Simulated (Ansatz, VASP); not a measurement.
# SiC in VASP and in Ansatz

```
Si C
1.0
    -3.09412    0.00000    0.00000
    -1.54706   -2.67959    0.00000
    -0.30941    0.00000   10.12934
Si C
4 4
Direct
  0.60726 0.66667 0.59404
  0.32393 0.33333 0.09404
  0.96559 0.00000 0.34410
  0.91559 0.00000 0.84410
  0.62607 0.66667 0.40601
  0.24273 0.33333 0.90601
  0.98434 0.00000 0.15665
  0.93434 0.00000 0.65665
```

Alike in both runs: task single point; functional PBE; k mesh 10 × 10 × 3; occupations gaussian, width 0.05 eV; no spin polarisation.

|  | VASP | Ansatz |
| --- | --- | --- |
| version | VASP 6.6.1 | Ansatz 0.2.0 |
| potentials or method | VASP PAW PBE potentials, release 64 (Si, C), cutoff 520 eV | scalar-relativistic, plane waves, PAW |
| valence electrons in the cell | 32 | 32 |

VASP gave:

- gap on the k mesh at the Fermi level (eV): 1.83
- least direct gap on the mesh (eV): 3.07
- pressure (GPa): -0.2
- traceless stress, the component that is largest in VASP (GPa): 4.33
- rms of the force components (eV/Å): 0.232

Problem. Estimate Ansatz's values.

Solution. gap on the k mesh at the Fermi level (eV): 1.83; least direct gap on the mesh (eV): 3.07; pressure (GPa): -0.2; traceless stress, the component that is largest in VASP (GPa): 4.32; rms of the force components (eV/Å): 0.232.

Atom by atom the forces differ by 0.001 eV/Å (rms over components). The functional is the same, so the differences come from potentials, cutoffs and numerics.
